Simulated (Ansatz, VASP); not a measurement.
# AgPt3 in VASP and in Ansatz

INCAR

```
SYSTEM = AgPt3
  PREC = Accurate
  ENCUT = 520
  EDIFF = 1E-6
  ISMEAR = -1
  SIGMA = 0.08
  LREAL = .False.
  LASPH = .True.
  NELM = 80
  ALGO = Normal
  ISIF = 2
  LWAVE = .False.
  LCHARG = .True.
  LELF = .True.
  LVHAR = .True.
  NBANDS = 28
```

File KPOINTS:

```
Automatic mesh
0
Gamma
  9 9 9
  0 0 0
```

POSCAR

```
AgPt3
1.0
    3.9000000000      0.0000000000      0.0000000000
    0.0000000000      3.9000000000      0.0000000000
    0.0000000000      0.0000000000      3.8220000000
Ag Pt
1 3
Direct
    0.0000000000      0.0000000000      0.0000000000
    0.0000000000      0.5000000000      0.5000000000
    0.5000000000      0.0000000000      0.5000000000
    0.5000000000      0.5000000000      0.0000000000
```

Input for Ansatz:

```yaml
crystal:
  lattice:
    - [3.9, 0.0, 0.0]
    - [0.0, 3.9, 0.0]
    - [0.0, 0.0, 3.822]
  atoms:
    - { symbol: Ag, position: [0.0, 0.0, 0.0] }
    - { symbol: Pt, position: [0.0, 0.5, 0.5] }
    - { symbol: Pt, position: [0.5, 0.0, 0.5] }
    - { symbol: Pt, position: [0.5, 0.5, 0.0] }
kpoints:
  mp_grid: { grid: [9, 9, 9] }
  band_path:
    path:
      - [0.0, 0.0, 0.0]
      - [0.0, 0.5, 0.0]
      - [0.5, 0.5, 0.0]
      - [0.0, 0.0, 0.0]
      - [0.0, 0.0, 0.5]
      - [0.0, 0.5, 0.5]
      - [0.5, 0.5, 0.5]
      - [0.0, 0.0, 0.5]
      - [0.0, 0.5, 0.0]
    npoints: 5
scf:
  occupations: { method: fermi_dirac, width: 0.08 }
hamiltonian:
  xc: lda
  pseudopotentials: { kind: all_electron, lapw: { basis_error: 0.0005 } }
output:
  forces: true
  stress: true
  eigenvalues: true
```

Change from the starting cell: zz strain of -2 %.

Alike in both runs: task single point; functional LDA; k mesh 9 × 9 × 9; occupations fermi-dirac, width 0.08 eV; no spin polarisation.

|  | VASP | Ansatz |
| --- | --- | --- |
| version | VASP 6.6.1 | Ansatz 0.2.0 |
| potentials or method | VASP PAW LDA potentials, release 64 (Ag, Pt), cutoff 520 eV | all-electron LAPW, scalar-relativistic |

Ansatz gave:

```
pressure (GPa)                                                : 8.2
traceless stress, the component that is largest in VASP (GPa) : 1.55
```

Q: What did VASP give for the same quantities?

A: Pressure (GPa): 8.8; traceless stress, the component that is largest in VASP (GPa): 1.54.

LDA's correlation is that of Perdew and Zunger in VASP and of Perdew and Wang (1992) in Ansatz. Ansatz ran all-electron here, and VASP with PAW potentials.

Neither program's run includes spin-orbit coupling.
